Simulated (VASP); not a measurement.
A run of VASP 6.6.1 is set up as follows.

File INCAR:

```
PREC = Accurate
ENCUT = 500
EDIFF = 1E-6
ISMEAR = -1
SIGMA = 0.1
LREAL = F
LASPH = T
NELM = 120
ALGO = Normal
ISIF = 2
LWAVE = F
LCHARG = F
GGA = RP
NBANDS = 15
GGA_COMPAT = F
```

The input KPOINTS:

```
Automatic mesh
0
Gamma
  4 4 4
```

POSCAR

```
Sb2S
1.0
    0.0000000000      3.8429670000      3.8429670000
    3.8429670000      0.0000000000      3.8429670000
    3.8429670000      3.8429670000      0.0000000000
Sb S
2 1
Direct
    0.2500000000      0.2500000000      0.2500000000
    0.7500000000      0.7500000000      0.7500000000
    0.0000000000      0.0000000000      0.0000000000
```

Potentials or basis: VASP PAW PBE potentials, release 64 (Sb, S).

Command:

```sh
$ cat potpaw_PBE.64/Sb/POTCAR potpaw_PBE.64/S/POTCAR > POTCAR
$ mpirun -np 1 vasp_std > vasp.out
```

Task: What does it give for the band gap on the k mesh?

Result: Zero (band 8 reaches 4.08 eV, above the bottom of band 9 at 1.91 eV).

Task: Estimate the pressure.

Result: -7.2 GPa.

Caveat: the PAW data sets were made with another functional, which shifts forces and pressure a little; spin-orbit coupling is left out, which moves the levels of the heavy elements.
